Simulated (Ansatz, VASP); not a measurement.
## Tl in VASP and in Ansatz

File INCAR:

```
  PREC = Accurate
  ENCUT = 520
  EDIFF = 1E-7
  ISMEAR = -1
  SIGMA = 0.1
  LREAL = False
  LASPH = True
  NELM = 100
  ALGO = Normal
  ISIF = 2
  LWAVE = False
  LCHARG = True
  GGA = RE
  LELF = True
  LVHAR = True
  NBANDS = 20
```

Contents of KPOINTS:

```
Automatic mesh
0
Gamma
  12 12 12
```

Contents of POSCAR:

```
Tl
1.0
    0.0000000000      3.7783424079      3.7783424079
    3.7783424079      0.0000000000      3.7783424079
    3.7783424079      3.7783424079      0.0000000000
Tl
2
Direct
    0.1250000000      0.1250000000      0.1250000000
    0.8750000000      0.8750000000      0.8750000000
```

Input for Ansatz:

```yaml
crystal:
  lattice:
    - [0.0, 3.7783424079, 3.7783424079]
    - [3.7783424079, 0.0, 3.7783424079]
    - [3.7783424079, 3.7783424079, 0.0]
  atoms:
    - { symbol: Tl, position: [0.125, 0.125, 0.125] }
    - { symbol: Tl, position: [0.875, 0.875, 0.875] }
hamiltonian:
  xc: revpbe
  pseudopotentials:
    kind: paw
    azcp:
      Tl: "pseudopotentials/Tl.paw.azcp"
basis:
  ecutwfc: 420
  fft_grid_basis: typed
kpoints:
  mp_grid: { grid: [12, 12, 12], shift: [0, 0, 0] }
magnetization:
  spin_polarized: false
scf:
  occupations: { method: fermi_dirac, width: 0.1 }
output:
  stress: true
  write_density: true
  write_potential: true
  elf: true
  volumetric_format: npy
```

Alike in both runs: task single point; functional revPBE; k mesh 12 × 12 × 12; occupations fermi-dirac, width 0.1 eV; no spin polarisation.

|  | VASP | Ansatz |
| --- | --- | --- |
| version | VASP 6.6.1 | Ansatz 0.2.0 |
| potentials or method | VASP PAW PBE potentials, release 64 (Tl_d), cutoff 520 eV | plane waves (420 eV) with PAW, scalar-relativistic |
| valence electrons in the cell | 26 | 26 |

|  | VASP | Ansatz | Ansatz less VASP |
| --- | --- | --- | --- |
| pressure (GPa) | -0.9 | -0.9 | +0.03 |

VASP's potentials were made for PBE, not for revPBE.

Neither program's run includes spin-orbit coupling.
